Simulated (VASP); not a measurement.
The system is CuAu (Tetraauricupride).

```
Cu Au
1.0
     2.80000    0.00000    0.00000
     0.00000    2.80000    0.00000
     0.00000    0.00000    3.67000
Cu Au
1 1
Direct
  0.50000 0.50000 0.50000
  0.00000 0.00000 0.00000
```

| Quantity | Value |
| --- | --- |
| Program | VASP 6.6.1 |
| Task | relaxation of cell and atoms |
| Functional | PBE |
| Potentials or basis | VASP PAW PBE potentials, release 64 (Cu, Au) |
| Cutoff | 600 eV |
| k mesh | 16 × 16 × 12 |
| Occupations | gaussian, width 0.1 eV |
| Spin | no spin polarisation |

At the start: pressure 6.7 GPa; volume 14.39 Å³/atom.

Q: Where does the relaxation end?

A: Over 14 steps the energy falls by 14.3 meV/atom and the volume is 15.02 Å³/atom (+4.4 %); space group P4/mmm (No. 123, to 0.05 Å).

The path:
| step | energy change (eV) | largest force (eV/Å) | pressure (GPa) | volume (Å³) |
| --- | --- | --- | --- | --- |
| 1 | 0.0000 | 0.0000 | 6.73 | 28.77 |
| 2 | -0.0041 | 0.0000 | -5.38 | 31.36 |
| 3 | -0.0265 | 0.0000 | -0.14 | 30.08 |
| 4 | -0.0265 | 0.0000 | -0.05 | 30.05 |
| 5 | -0.0270 | 0.0000 | 0.07 | 30.05 |
| 6 | -0.0282 | 0.0000 | -0.01 | 30.03 |
| 7 | -0.0279 | 0.0000 | 0.11 | 29.99 |
| 8 | -0.0285 | 0.0000 | 0.10 | 30.01 |
| 9 | -0.0285 | 0.0000 | 0.26 | 30.02 |
| 10 | -0.0280 | 0.0000 | -0.73 | 30.21 |
| 11 | -0.0285 | 0.0000 | -0.07 | 30.04 |
| 12 | -0.0285 | 0.0000 | -0.07 | 30.04 |
| 13 | -0.0285 | 0.0000 | 0.05 | 30.03 |
| 14 | -0.0285 | 0.0000 | 0.03 | 30.03 |

Final structure:
```
Cu Au
1.0
     2.87034    0.00000    0.00000
     0.00000    2.87034    0.00000
     0.00000    0.00000    3.64493
Cu Au
1 1
Direct
  0.50000 0.50000 0.50000
  0.00000 0.00000 0.00000
```
